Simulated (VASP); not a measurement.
# Ti (Im-3m) in VASP: single point with PBEsol

Aim: the single point of Ti with PBEsol.

Everything below comes from runs of VASP 6.6.1. Logs are shortened: lines on timing, memory, paths and dates and some standing lists are left out, and cuts for length are marked.

## 1. The cell of the first run

The structure is cubic, space group Im-3m (No. 229). Conventional cell: a = 3.282 Å, b = 3.282 Å, c = 3.282 Å, α = 90.00°, β = 90.00°, γ = 90.00°. Ti (site symmetry m-3m) has 14 Ti at 2.84 to 3.28 Å within 3.7 Å.

This isn't the form of Ti at room conditions, which is hcp.

## 2. Single point, PBEsol

Input file INCAR:

```
PREC = Accurate
ENCUT = 500
EDIFF = 1E-6
ISMEAR = -1
SIGMA = 0.1
LREAL = False
LASPH = True
NELM = 120
ALGO = Normal
ISIF = 2
LWAVE = False
LCHARG = False
GGA = PS
NBANDS = 12
GGA_COMPAT = False
```

Input file KPOINTS:

```
regular mesh
0
Gamma
  14 14 14
```

Input file POSCAR:

```
Ti
1.0
   -1.6410000000      1.6410000000      1.6410000000
    1.6410000000     -1.6410000000      1.6410000000
    1.6410000000      1.6410000000     -1.6410000000
Ti
1
Direct
    0.0000000000      0.0000000000      0.0000000000
```

Potentials or basis: VASP PAW PBE potentials, release 64 (Ti_sv).

Command:

```console
cat potpaw_PBE.64/Ti_sv/POTCAR > POTCAR
mpirun -np 1 vasp_std > vasp.out
```

OUTCAR:

```text
PREC = Accurate
   ENCUT = 500
   EDIFF = 1E-6
   ISMEAR = -1
   LREAL = False
   LASPH = True
   NELM = 120
   ISIF = 2
   GGA = PS

 ion  position               nearest neighbor table
   1  0.000  0.000  0.000-

  LATTYP: Found a body centered cubic cell.
 ALAT       =     3.2820000000

  Lattice vectors:

 A1 = (  -1.6410000000,   1.6410000000,   1.6410000000)
 A2 = (   1.6410000000,  -1.6410000000,   1.6410000000)
 A3 = (   1.6410000000,   1.6410000000,  -1.6410000000)

Analysis of symmetry for initial positions (statically):
=====================================================================
 Subroutine PRICEL returns:
 Original cell was already a primitive cell.

 Routine SETGRP: Setting up the symmetry group for a
 body centered cubic supercell.

 Subroutine GETGRP returns: Found 48 space group operations
 (whereof 48 operations were pure point group operations)
 out of a pool of 48 trial point group operations.

The static configuration has the point symmetry O_h .

Analysis of symmetry for dynamics (positions and initial velocities):
=====================================================================
 Subroutine PRICEL returns:
 Original cell was already a primitive cell.

 Routine SETGRP: Setting up the symmetry group for a
 body centered cubic supercell.

 Subroutine GETGRP returns: Found 48 space group operations
 (whereof 48 operations were pure point group operations)
 out of a pool of 48 trial point group operations.

The dynamic configuration has the point symmetry O_h .

 Subroutine INISYM returns: Found 48 space group operations
 (whereof 48 operations are pure point group operations),
 and found     1 'primitive' translations

----------------------------------------------------------------------------------------

                                     Primitive cell

  volume of cell :      17.6761

  direct lattice vectors                    reciprocal lattice vectors
    -1.641000000  1.641000000  1.641000000     0.000000000  0.304692261  0.304692261
     1.641000000 -1.641000000  1.641000000     0.304692261  0.000000000  0.304692261
     1.641000000  1.641000000 -1.641000000     0.304692261  0.304692261  0.000000000

  length of vectors
     2.842295375  2.842295375  2.842295375     0.430899928  0.430899928  0.430899928

  position of ions in fractional coordinates (direct lattice)
     0.000000000  0.000000000  0.000000000

  ion indices of the primitive-cell ions
   primitive index   ion index
                 1           1

----------------------------------------------------------------------------------------

 KPOINTS: regular mesh

Automatic generation of k-mesh.
 Grid dimensions read from file:
 generate k-points for:   14   14   14

 Generating k-lattice:

  Cartesian coordinates                     Fractional coordinates (reciprocal lattice)
     0.000000000  0.021763733  0.021763733     0.071428571  0.000000000  0.000000000
     0.021763733  0.000000000  0.021763733     0.000000000  0.071428571  0.000000000
     0.021763733  0.021763733  0.000000000     0.000000000  0.000000000  0.071428571

  Length of vectors
     0.030778566  0.030778566  0.030778566

  Shift w.r.t. Gamma in fractional coordinates (k-lattice)
     0.000000000  0.000000000  0.000000000

 Subroutine IBZKPT returns following result:
 ===========================================

 Found    104 irreducible k-points:

 Following reciprocal coordinates:
            Coordinates               Weight
  0.000000  0.000000  0.000000      1.000000
  0.071429  0.000000  0.000000     12.000000
  0.142857  0.000000  0.000000     12.000000
  0.214286  0.000000  0.000000     12.000000
  0.285714  0.000000  0.000000     12.000000
  0.357143  0.000000  0.000000     12.000000
[... 16 lines left out ...]
  0.285714  0.285714  0.000000     24.000000
  0.357143  0.285714  0.000000     24.000000
 [... further k-points ...]
   k-points           NKPTS =    104   k-points in BZ     NKDIM =    104   number of bands    NBANDS=     12
   number of dos      NEDOS =    301   number of ions     NIONS =      1
   total plane-waves  NPLWV =  13824
   dimension x,y,z NGX =    24 NGY =   24 NGZ =   24
   dimension x,y,z NGXF=    48 NGYF=   48 NGZF=   48
   ions per type =               1
   NGX,Y,Z   is equivalent  to a cutoff of  14.04, 14.04, 14.04 a.u.
   NGXF,Y,Z  is equivalent  to a cutoff of  28.08, 28.08, 28.08 a.u.
 SYSTEM =  unknown system
   PREC   = accura    normal or accurate (medium, high low for compatibility)
   ISTART =      0    job   : 0-new  1-cont  2-samecut
   ICHARG =      2    charge: 1-file 2-atom 10-const
   ISPIN  =      1    spin polarized calculation?
   LNONCOLLINEAR =      F non collinear calculations
   LSORBIT =      F    spin-orbit coupling
   LASPH  =      T    aspherical Exc in radial PAW
   ENCUT  =  500.0 eV  36.75 Ry    6.06 a.u.   5.18  5.18  5.18*2*pi/ulx,y,z
   NELM   =    120;   NELMIN=  2; NELMDL= -5     # of ELM steps
   EDIFF  = 0.1E-05   stopping-criterion for ELM
   LREAL  =      F    real-space projection
   EDIFFG = 0.1E-04   stopping-criterion for IOM
   NSW    =      0    number of steps for IOM
   IBRION =     -1    ionic relax: 0-MD 1-quasi-New 2-CG
   NFREE  =      0    steps in history (QN), initial steepest desc. (CG)
   ISIF   =      2    stress and relaxation
   ISYM   =      2    0-nonsym 1-usesym 2-fastsym
   POTIM  = 0.5000    time-step for ionic-motion
   TEBEG  =    0.0;   TEEND  =   0.0 temperature during run
   PSTRESS=    0.0 pullay stress
   NELECT =      12.0000    total number of electrons
   NUPDOWN=      -1.0000    fix difference up-down
   EMIN   =  10.00;   EMAX   =-10.00  energy-range for DOS
   EFERMI =   0.00;   METHOD = LEGACY
   ISMEAR =    -1;   SIGMA  =   0.10  broadening in eV -4-tet -1-fermi 0-gaus
   EFERMI_NEDOS =   21; number of points for ismear=-14 and -15
   IALGO  =     38    algorithm
   IMIX   =      4    mixing-type and parameters
     AMIX     =   0.40;   BMIX     =  1.00
     AMIX_MAG =   1.60;   BMIX_MAG =  1.00
  volume/ion in A,a.u.               =      17.68       119.28
  Fermi-wavevector in a.u.,A,eV,Ry     =   1.438821  2.718977 28.166848  2.070205
  Thomas-Fermi vector in A             =   2.557745
   LORBIT       =      0    0 simple, 1 ext, 2 COOP (PROOUT), +10 PAW based schemes
   GGA     = PS    functional components
   LHFCALC =     F    Hartree Fock is set to
   AEXX    =    0.0000 exact exchange contribution
   IVDW    =     0    specifies the selected vdW correction
   LEPSILON=     F    determine dielectric tensor
   LRPA    =     F    only Hartree local field effects (RPA)
 non-spin polarized calculation
  energy-cutoff  :      500.00
  volume of cell :       17.68
 maximum number of plane-waves:       466
 NGX is ok and might be reduce to    24
   NGX = 11   NGY = 11   NGZ = 11

 number of electron      12.0000001 magnetization

 Free energy of the ion-electron system (eV)
  ---------------------------------------------------
  ext. energy  EPLUGINS =         0.00000000
  ---------------------------------------------------
  free energy    TOTEN  =        -8.24780631 eV

  energy without entropy =       -8.16865497  energy(sigma->0) =       -8.20823064

 E-fermi :   7.7761     XC(G=0): -11.5483

 val. band max:        7.7694843959   @ k =  -0.2857   0.2857   0.2143
 cond. band min:       7.7823069567   @ k =   0.1429   0.1429   0.0714
 fundamental gap:      0.0128225608
 Fermi energy:         7.7760534259

 k-point     1 :       0.0000    0.0000    0.0000
  band No.  band energies     occupation
      1     -48.5537      2.00000
      2     -24.5242      2.00000
      3     -24.5242      2.00000
      4     -24.5242      2.00000
      5       1.8628      2.00000
      6       8.7456      0.00012
      7       8.7456      0.00012
      8       8.7456      0.00012
      9      10.4797      0.00000
     10      10.4797      0.00000
     11      25.0725      0.00000
     12      25.0725      0.00000

 k-point     2 :       0.0714    0.0000    0.0000
  band No.  band energies     occupation
      1     -48.5476      2.00000
      2     -24.5574      2.00000
      3     -24.5345      2.00000
      4     -24.5244      2.00000
      5       2.0346      2.00000
      6       8.6679      0.00027
      7       8.7234      0.00015
      8       8.8700      0.00004
      9      10.3907      0.00000
     10      10.4844      0.00000
     11      24.7904      0.00000
     12      25.0471      0.00000

 k-point     3 :       0.1429    0.0000    0.0000
  band No.  band energies     occupation
      1     -48.5304      2.00000
      2     -24.6497      2.00000
      3     -24.5631      2.00000
      4     -24.5249      2.00000
      5       2.5305      2.00000
      6       8.4576      0.00219
      7       8.6133      0.00046
      8       9.2316      0.00000
      9      10.2242      0.00000
     10      10.5034      0.00000
     11      23.8758      0.00000
     12      24.7510      0.00000
[... 286 lines left out ...]
 k-point    23 :       0.2857    0.2857    0.0000
  band No.  band energies     occupation
      1     -48.4181      2.00000
      2     -25.0393      2.00000
      3     -24.8658      2.00000
      4     -24.5992      2.00000
      5       6.5174      1.99999
      6       7.1426      1.99646
      7       7.6104      1.67955
      8      10.4615      0.00000
      9      10.8500      0.00000
     10      13.8737      0.00000
     11      17.1848      0.00000
     12      17.3538      0.00000

 k-point    24 :       0.3571    0.2857    0.0000
  band No.  band energies     occupation
      1     -48.4142      2.00000
      2     -25.0140      2.00000
      3     -24.9140      2.00000
      4     -24.6026      2.00000
      5       6.6907      1.99996
      6       7.2472      1.98995
      7       7.4223      1.94346
      8      10.5781      0.00000
      9      10.8059      0.00000
     10      14.7864      0.00000
     11      16.0808      0.00000
     12      17.0933      0.00000

 [... further k-points ...]
[... 5 lines left out ...]
  --------------------------------------------------------------------------------------
  -------------------------------------------------------------------------------------
  Total       -0.7203937     -0.7203937     -0.7203937      0.0000000     -0.0000000      0.0000000
  in kB      -65.2972288    -65.2972288    -65.2972288      0.0000000     -0.0000000      0.0000000
  external PRESSURE =     -65.2972288 kB  Pullay stress =       0.0000000 kB

 VOLUME and BASIS-vectors are now :
 -----------------------------------------------------------------------------
  energy-cutoff  :      500.00
  volume of cell :       17.68
      direct lattice vectors                 reciprocal lattice vectors
    -1.641000000  1.641000000  1.641000000     0.000000000  0.304692261  0.304692261
     1.641000000 -1.641000000  1.641000000     0.304692261  0.000000000  0.304692261
     1.641000000  1.641000000 -1.641000000     0.304692261  0.304692261  0.000000000

 POSITION                                       TOTAL-FORCE (eV/Angst)
 -----------------------------------------------------------------------------------
      0.00000      0.00000      0.00000         0.000000     -0.000000      0.000000
 -----------------------------------------------------------------------------------
    total drift:                                0.000000      0.000000      0.000000

  FREE ENERGIE OF THE ION-ELECTRON SYSTEM (eV)
  ---------------------------------------------------
  free  energy   TOTEN  =        -8.2478063092 eV

  energy  without entropy=       -8.1686549667  energy(sigma->0) =       -8.20823064
```

Run time: 16 s. Hardware: 1 thread of Intel Xeon 6975P-C (Granite Rapids), shared host; peak memory 0.15 GiB.

Results:

```yaml
Free_energy: -8.2478 eV
Pressure: -6.5 GPa
Band_gap_on_the_k_mesh: zero (bands 6 and 7 overlap by 1.63 eV)
```

Caveat: the cell stands under tension; the PAW data sets were made with another functional, which shifts forces and pressure a little.
